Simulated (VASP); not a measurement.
A run of VASP 6.6.1:

The input INCAR:

```
SYSTEM = SnSe2
PREC = Accurate ; ENCUT = 600
EDIFF = 1E-6 ; ISMEAR = 0
SIGMA = 0.1 ; LREAL = .False.
LASPH = .True. ; NELM = 100
ALGO = Normal ; ISIF = 3
LWAVE = .False. ; LCHARG = .False.
GGA = PE ; IVDW = 12
IBRION = 2 ; NSW = 100
EDIFFG = -0.05
```

Contents of KPOINTS:

```
Automatic mesh
0
Gamma
  6 6 4
  0 0 0
```

POSCAR

```
SnSe2
1.0
    3.8109987816      0.0000000000      0.0000000000
   -1.9054993908      3.3004217586      0.0000000000
    0.0000000000      0.0000000000      6.1370000000
Sn Se
1 2
Direct
    0.0000000000      0.0000000000      0.0000000000
    0.3333333333      0.6666666667      0.2500000000
    0.6666666667      0.3333333333      0.7500000000
```

Potentials or basis: VASP PAW PBE potentials, release 64 (Sn_d, Se).

Launch:

```sh
$ cat potpaw_PBE.64/Sn_d/POTCAR potpaw_PBE.64/Se/POTCAR > POTCAR
$ mpirun -np 1 vasp_std > vasp.out
```

Hardware: 1 thread of AMD EPYC 7R43 64-Core Processor (Zen 3), with other jobs on the host.

Estimate the wall time of this run.

Run time: 4 min on 1 thread of AMD EPYC 7R43 64-Core Processor (Zen 3) (shared host), peak memory 0.2 GiB. Counts: scf iterations 95, k points 24, ion steps 13.
